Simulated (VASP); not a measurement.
# C (P6_3/mmc) in VASP: further runs, part 2 of 2

VASP 6.6.1. Earlier steps stand in the parts before.

## Step 3: Single point, PBEsol+D3(BJ) (9.30 Å³/atom)

Input file INCAR:

```
SYSTEM = C
PREC = Accurate ; ENCUT = 520
EDIFF = 1E-6 ; ISMEAR = 0
SIGMA = 0.15 ; LREAL = .FALSE.
LASPH = .TRUE. ; NELM = 60
ALGO = Normal ; ISIF = 2
LWAVE = .FALSE. ; LCHARG = .FALSE.
GGA = PS ; IVDW = 12
NBANDS = 16
```

Input file KPOINTS:

```
Automatic mesh
0
G
  21 21 8
  0 0 0
```

Input file POSCAR:

```
C
1.0
    2.3734578952      0.0000000000      0.0000000000
   -1.1867289476      2.0554748320      0.0000000000
    0.0000000000      0.0000000000      7.6218853387
C
4
Direct
    0.0000000000      0.0000000000      0.0025000000
    0.0000000000      0.0000000000      0.5025000000
    0.3333333333      0.6666666667      0.0025000000
    0.6666666667      0.3333333333      0.5025000000
```

Potentials or basis: VASP PAW PBE potentials, release 64 (C).

Run with:

```sh
> cat potpaw_PBE.64/C/POTCAR > POTCAR
> mpirun -np 1 vasp_std > vasp.out
```

OUTCAR:

```text
SYSTEM = C
   PREC = Accurate
   ENCUT = 520
   EDIFF = 1E-6
   ISMEAR = 0
   LREAL = .FALSE.
   LASPH = .TRUE.
   NELM = 60
   ISIF = 2
   GGA = PS
   IVDW = 12
 IVDW          = 12

 ion  position               nearest neighbor table
   1  0.000  0.000  0.002-   3 1.37   3 1.37   3 1.37
   2  0.000  0.000  0.502-   4 1.37   4 1.37   4 1.37
   3  0.333  0.667  0.002-   1 1.37   1 1.37   1 1.37
   4  0.667  0.333  0.502-   2 1.37   2 1.37   2 1.37

  LATTYP: Found a hexagonal cell.
 ALAT       =     2.3734578952
 C/A-ratio  =     3.2112999999

  Lattice vectors:

 A1 = (   2.3734578952,   0.0000000000,   0.0000000000)
 A2 = (  -1.1867289476,   2.0554748320,   0.0000000000)
 A3 = (   0.0000000000,   0.0000000000,   7.6218853387)

Analysis of symmetry for initial positions (statically):
=====================================================================
 Subroutine PRICEL returns:
 Original cell was already a primitive cell.

 Routine SETGRP: Setting up the symmetry group for a
 hexagonal supercell.

 Subroutine GETGRP returns: Found 24 space group operations
 (whereof  6 operations were pure point group operations)
 out of a pool of 24 trial point group operations.

The static configuration has the point symmetry C_3v.
 The point group associated with its full space group is D_6h.

Analysis of symmetry for dynamics (positions and initial velocities):
=====================================================================
 Subroutine PRICEL returns:
 Original cell was already a primitive cell.

 Routine SETGRP: Setting up the symmetry group for a
 hexagonal supercell.

 Subroutine GETGRP returns: Found 24 space group operations
 (whereof  6 operations were pure point group operations)
 out of a pool of 24 trial point group operations.

The dynamic configuration has the point symmetry C_3v.
 The point group associated with its full space group is D_6h.

 Subroutine INISYM returns: Found 24 space group operations
[... 122 lines left out ...]
  volume/ion in A,a.u.               =       9.30        62.73
  Fermi-wavevector in a.u.,A,eV,Ry     =   1.235936  2.335581 20.783427  1.527539
  Thomas-Fermi vector in A             =   2.370565
   LORBIT       =      0    0 simple, 1 ext, 2 COOP (PROOUT), +10 PAW based schemes
   GGA     = PS    functional components
   LHFCALC =     F    Hartree Fock is set to
   AEXX    =    0.0000 exact exchange contribution
   IVDW    =    12    specifies the selected vdW correction
   LEPSILON=     F    determine dielectric tensor
   LRPA    =     F    only Hartree local field effects (RPA)
 non-spin polarized calculation
 Gauss-broadening in eV      SIGMA  =   0.15
  energy-cutoff  :      520.00
  volume of cell :       37.18
 maximum number of plane-waves:      1036
 NGX is ok and might be reduce to    18
   NGX =  9   NGY =  9   NGZ = 29

 number of electron      16.0000005 magnetization

 Free energy of the ion-electron system (eV)
  ---------------------------------------------------
  ext. energy  EPLUGINS =         0.00000000
  ---------------------------------------------------
  free energy    TOTEN  =       -38.19516100 eV

  energy without entropy =      -38.19414109  energy(sigma->0) =      -38.19465105

 E-fermi :   4.2105     XC(G=0):  -9.8399

 val. band max:        4.2103715973   @ k =   0.3333   0.3333   0.2500
 cond. band min:       4.2125139019   @ k =   0.3333   0.3333   0.3750
 fundamental gap:      0.0021423046
 Fermi energy:         4.2105303248

 k-point     1 :       0.0000    0.0000    0.0000
  band No.  band energies     occupation
      1     -16.2486      2.00000
      2     -16.1489      2.00000
      3      -4.6927      2.00000
      4      -3.7519      2.00000
      5       1.2786      2.00000
      6       1.2786      2.00000
[... 433 lines left out ...]
      3      -3.0744      2.00000
      4      -3.0536      2.00000
      5      -2.7267      2.00000
      6      -1.8549      2.00000
[... 8 lines left out ...]
     15      17.6376      0.00000
     16      17.7359      0.00000

 [... further k-points ...]

------------------------ aborting loop because EDIFF is reached ----------------------------------------

 Edisp (eV)   -0.37101

 E8    (eV) :    -0.1796

  FORCE on cell =-STRESS in cart. coord.  units (eV):
  Direction    XX          YY          ZZ          XY          YZ          ZX
  --------------------------------------------------------------------------------------
  -------------------------------------------------------------------------------------
  Total      11.25747    11.25747    -0.50524    -0.00000    -0.00000     0.00000
  in kB     485.05982   485.05982   -21.76969    -0.00000    -0.00000     0.00000
  external pressure =      316.12 kB  Pullay stress =        0.00 kB

 VOLUME and BASIS-vectors are now :
 -----------------------------------------------------------------------------
  energy-cutoff  :      520.00
  volume of cell :       37.18
      direct lattice vectors                 reciprocal lattice vectors
     2.373457895  0.000000000  0.000000000     0.421326202  0.243252796  0.000000000
    -1.186728948  2.055474832  0.000000000     0.000000000  0.486505592  0.000000000
     0.000000000  0.000000000  7.621885339     0.000000000  0.000000000  0.131201134

 POSITION                                       TOTAL-FORCE (eV/Angst)
 -----------------------------------------------------------------------------------
      0.00000      0.00000      0.01905         0.000000     -0.000000     -0.000000
      0.00000      0.00000      3.83000        -0.000000      0.000000     -0.000000
     -0.00000      1.37032      0.01905         0.000000     -0.000000      0.000000
      1.18673      0.68516      3.83000         0.000000      0.000000      0.000000
 -----------------------------------------------------------------------------------
    total drift:                                0.000000      0.000000     -0.000002

  FREE ENERGIE OF THE ION-ELECTRON SYSTEM (eV)
  ---------------------------------------------------
  free  energy   TOTEN  =       -38.5661731260 eV

  energy  without entropy=      -38.5651532148  energy(sigma->0) =      -38.56566317
```

stdout:

```text
POSCAR found type information on POSCAR C
 POSCAR found :  1 types and       4 ions
 scaLAPACK will be used
 -----------------------------------------------------------------------------
|                                                                             |
|                                                                             |
|     You enforced a specific xc type in the INCAR file but a different       |
|     I HOPE YOU KNOW WHAT YOU ARE DOING!                                     |
|                                                                             |
 -----------------------------------------------------------------------------

 LDA part: xc-table for (Slater+PW92), standard interpolation
 POSCAR, INCAR and KPOINTS ok, starting setup
 FFT: planning ... GRIDC
 FFT: planning ... GRID_SOFT
 FFT: planning ... GRID
 WAVECAR not read
 entering main loop
```

Run time: 54 s. Hardware: 1 thread of Intel Xeon 6975P-C (Granite Rapids), shared host; peak memory 0.22 GiB.

What came out:

| Quantity | Value |
| --- | --- |
| Free energy | -38.5662 eV |
| Pressure | 31.6 GPa |
| Band gap on the k mesh | zero (filled and empty bands overlap) |
| Dispersion energy per atom | -0.093 eV |

Stress tensor (GPa, compression positive):
```
48.51  0.00  0.00
 0.00 48.51  0.00
 0.00  0.00 -2.18
```

Caveat: the cell stands under pressure; the PAW data sets were made with another functional, which shifts forces and pressure a little.

## Step 4: Single point, PBEsol+D3(BJ) (9.30 Å³/atom)

Input file INCAR:

```
SYSTEM = C
ALGO = Normal ; EDIFF = 1E-6
ENCUT = 520 ; GGA = PS
ISIF = 2 ; ISMEAR = 0
IVDW = 12 ; LASPH = .TRUE.
LCHARG = .FALSE. ; LREAL = .FALSE.
LWAVE = .FALSE. ; NBANDS = 16
NELM = 80 ; PREC = Accurate
SIGMA = 0.15
```

Input file KPOINTS:

```
k-points
0
G
  21 21 8
  0 0 0
```

Input file POSCAR:

```
C
1.0
    2.5734127591      0.0000000000      0.0000000000
   -1.2867063796      2.2286408238      0.0000000000
    0.0000000000      0.0000000000      6.4834561054
C
4
Direct
    0.0000000000      0.0000000000      0.0025000000
    0.0000000000      0.0000000000      0.5025000000
    0.3333333333      0.6666666667      0.0025000000
    0.6666666667      0.3333333333      0.5025000000
```

Run with:

```sh
> cat potpaw_PBE.64/C/POTCAR > POTCAR
> mpirun -np 1 vasp_std > vasp.out
```

It took 46 s on 1 thread of Intel Xeon 6975P-C (Granite Rapids), shared host; peak memory 0.22 GiB.

The run converged. Its results:

```yaml
Free_energy: -38.4749 eV
Pressure: -32.8 GPa
Band_gap_on_the_k_mesh: zero (bands 8 and 9 overlap by 0.05 eV)
Dispersion_energy_per_atom: -0.109 eV
```

Stress tensor (GPa, compression positive):
```
-49.52   0.00   0.00
  0.00 -49.52   0.00
  0.00   0.00   0.73
```

Levels at points of the mesh, in eV from the Fermi level:
```csv
k point,band 6,band 7,band 8,band 9,band 10,band 11
"(0.00, 0.00, 0.00)",-2.99,-2.96,-2.96,4.87,7.50,7.50
"(0.00, 0.00, 0.50)",-2.98,-2.98,-2.98,7.54,7.54,7.54
```

Caveat: the cell stands under tension; the PAW data sets were made with another functional, which shifts forces and pressure a little.

## Step 5: Overview

```csv
cell,gap on the mesh (eV),pressure (GPa)
"a = 2.680, b = 2.680, c = 5.980 Å, angles 90.0, 90.0, 120.0°, 4 atoms",none,-54.4
"a = 2.373, b = 2.373, c = 7.622 Å, angles 90.0, 90.0, 120.0°, 4 atoms",none,31.6
"a = 2.573, b = 2.573, c = 6.483 Å, angles 90.0, 90.0, 120.0°, 4 atoms",none,-32.8
```

Alike in all rows: task single point; level PBEsol+D3(BJ); potentials or basis VASP PAW PBE potentials, release 64 (C); no spin polarisation; k mesh 21 × 21 × 8; cutoff (eV) 520; smearing gaussian 0.15 eV.

Caveats: the PAW data sets were made with another functional, which shifts forces and pressure a little; the cell stands under tension (at least some runs); the cell stands under pressure (at least some runs).

Total energies depend on the potentials used, so only differences within one code and one set of settings carry meaning.
